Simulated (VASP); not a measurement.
Crystal: BaH6Rh.

```
CELL_PARAMETERS angstrom
0.00000 4.15401 4.15401
4.15401 0.00000 4.15401
4.15401 4.15401 0.00000
ATOMIC_POSITIONS crystal
Ba 0.50000 0.50000 0.50000
H 0.75000 0.25000 0.25000
H 0.25000 0.75000 0.75000
H 0.25000 0.75000 0.25000
H 0.75000 0.25000 0.75000
H 0.25000 0.25000 0.75000
H 0.75000 0.75000 0.25000
Rh 0.00000 0.00000 0.00000
```

```yaml
Program: VASP 6.6.1
Task: relaxation of cell and atoms
Functional: PBE
Potentials_or_basis: VASP PAW PBE potentials, release 64 (Ba_sv, H, Rh_sv_GW)
Cutoff: 620 eV
k_mesh: 4 × 4 × 4
Occupations: gaussian, width 0.1 eV
Spin: no spin polarisation
```

At the start: pressure -2.9 GPa; volume 17.92 Å³/atom.

**Question.** How do energy, volume and symmetry change on relaxing?

**Answer.** Over 10 steps the energy falls by 689.9 meV/atom and the volume is 17.76 Å³/atom (-0.9 %); space group Fm-3m (No. 225, to 0.1 Å) before and after.

The path:
| step | energy change (eV) | largest force (eV/Å) | pressure (GPa) | volume (Å³) |
| --- | --- | --- | --- | --- |
| 1 | 0.0000 | 3.5334 | -2.87 | 143.36 |
| 2 | -3.3468 | 2.6821 | -3.38 | 136.79 |
| 3 | -4.6897 | 2.2627 | 9.35 | 125.23 |
| 4 | -5.2557 | 0.9824 | 0.11 | 130.69 |
| 5 | -5.4071 | 0.2978 | 1.93 | 129.18 |
| 6 | -5.4145 | 0.0842 | 2.52 | 128.76 |
| 7 | -5.4852 | 0.1490 | 1.02 | 134.59 |
| 8 | -5.5095 | 0.2206 | -0.40 | 141.22 |
| 9 | -5.5186 | 0.0541 | 0.06 | 142.25 |
| 10 | -5.5192 | 0.0013 | -0.03 | 142.04 |

Final structure:
```xyz
8
Lattice="0.0000 4.1412 4.1412 4.1412 0.0000 4.1412 4.1412 4.1412 0.0000" Properties=species:S:1:pos:R:3 pbc="T T T"
Ba    4.1412    4.1412    4.1412
H     1.6481    4.1412    4.1412
H     6.6343    4.1412    4.1412
H     4.1412    1.6481    4.1412
H     4.1412    6.6343    4.1412
H     4.1412    4.1412    1.6481
H     4.1412    4.1412    6.6343
Rh    0.0000    0.0000    0.0000
```

Caveat: an odd number of electrons without spin polarisation forces a metal; a magnetic or distorted state may lie lower.
